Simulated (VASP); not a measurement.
A run of VASP 6.6.1:

File INCAR:

```
  PREC = Accurate
  ENCUT = 520
  EDIFF = 1E-7
  ISMEAR = 0
  SIGMA = 0.15
  LREAL = F
  LASPH = T
  NELM = 60
  ALGO = Fast
  ISIF = 2
  LWAVE = F
  LCHARG = F
  GGA = PS
  NBANDS = 13
```

Contents of KPOINTS:

```
regular mesh
0
Gamma
  24 24 20
```

POSCAR

```
Mo
1.0
    2.6499690891      0.0000000000      0.0000000000
   -1.3249845445      2.2949405504      0.0000000000
    0.0000000000      0.0000000000      2.7228062693
Mo
1
Direct
    0.0000000000      0.0000000000      0.5000000000
```

Potentials or basis: VASP PAW PBE potentials, release 64 (Mo_sv).

Command:

```bash
$ cat potpaw_PBE.64/Mo_sv/POTCAR > POTCAR
$ mpirun -np 1 vasp_std > vasp.out
```

Hardware: 1 thread of Intel(R) Xeon(R) Platinum 8375C CPU @ 2.90GHz (Ice Lake), with other jobs on the host.

Question: How long does it take, and how much memory?

Answer: It took 74 s on 1 thread of Intel(R) Xeon(R) Platinum 8375C CPU @ 2.90GHz (Ice Lake), with other jobs on the host, peak memory 0.24 GiB. Counts: scf iterations 14, k points 671.
